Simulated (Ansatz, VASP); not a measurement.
**P: VASP beside Ansatz**

File INCAR:

```
SYSTEM = P
PREC     = Accurate       ! precision mode
ENCUT    = 600            ! plane-wave cutoff, eV
EDIFF    = 1E-6           ! SCF threshold, eV
ISMEAR   = 0              ! smearing method
SIGMA    = 0.05           ! smearing width, eV
LREAL    = .FALSE.        ! projectors in reciprocal space
LASPH    = .TRUE.         ! aspherical terms in the spheres
NELM     = 80             ! most SCF steps
ALGO     = Normal         ! electronic algorithm
ISIF     = 3              ! what is computed and relaxed
LWAVE    = .FALSE.        ! write WAVECAR
LCHARG   = .FALSE.        ! write CHGCAR
GGA      = PE             ! functional
IVDW     = 12             ! dispersion correction
IBRION   = 2              ! ionic algorithm
NSW      = 100            ! ionic steps
EDIFFG   = -0.002         ! ionic threshold
```

KPOINTS

```
Automatic mesh
0
G
  12 12 10
  0 0 0
```

Contents of POSCAR:

```
P
1.0
    1.6582000000     -5.2420000000      0.0000000000
    1.6582000000      5.2420000000      0.0000000000
    0.0000000000      0.0000000000      4.3793000000
P
4
Direct
    0.8983800000      0.1016200000      0.0806800000
    0.6016200000      0.3983800000      0.5806800000
    0.1016200000      0.8983800000      0.9193200000
    0.3983800000      0.6016200000      0.4193200000
```

Input for Ansatz:

```yaml
crystal:
  lattice:
    - [1.6582, -5.242, 0.0]
    - [1.6582, 5.242, 0.0]
    - [0.0, 0.0, 4.3793]
  atoms:
    - { symbol: P, position: [0.89838, 0.10162, 0.08068] }
    - { symbol: P, position: [0.60162, 0.39838, 0.58068] }
    - { symbol: P, position: [0.10162, 0.89838, 0.91932] }
    - { symbol: P, position: [0.39838, 0.60162, 0.41932] }
scf:
  occupations: { method: gaussian, width: 0.05 }
output:
  forces: true
  stress: true
  eigenvalues: true
  write_density: true
  write_potential: true
  elf: true
  volumetric_format: npy
hamiltonian:
  xc: pbe
  dispersion: d3bj
kpoints:
  mp_grid: { grid: [12, 12, 10] }
basis:
  ecutwfc: 520
relax:
  f_tol: 0.002
  max_steps: 100
  cell: { stress_tol: 0.01 }
```

Alike in both runs: task relaxation of cell and atoms; functional PBE; dispersion D3(BJ); k mesh 12 × 12 × 10; occupations gaussian, width 0.05 eV; no spin polarisation.

|  | VASP | Ansatz |
| --- | --- | --- |
| version | VASP 6.6.1 | Ansatz 0.2.0 |
| potentials or method | VASP PAW PBE potentials, release 64 (P), cutoff 600 eV | scalar-relativistic, plane waves, PAW |
| valence electrons in the cell | 20 | 20 |

Ansatz gave:

| Property | Result |
| --- | --- |
| gap on the k mesh at the Fermi level, each at its own relaxed structure (eV) | none |
| relaxed volume (Å³/atom) | 17.62 |
| relaxed length of the cell vector where the two differ most in proportion (Å) | 4.162 |

What did VASP give for the same quantities?

gap on the k mesh at the Fermi level, each at its own relaxed structure (eV): none; relaxed volume (Å³/atom): 17.67; relaxed length of the cell vector where the two differ most in proportion (Å): 4.178.

A gap of «none» marks a metal or a gap that the smearing closes.
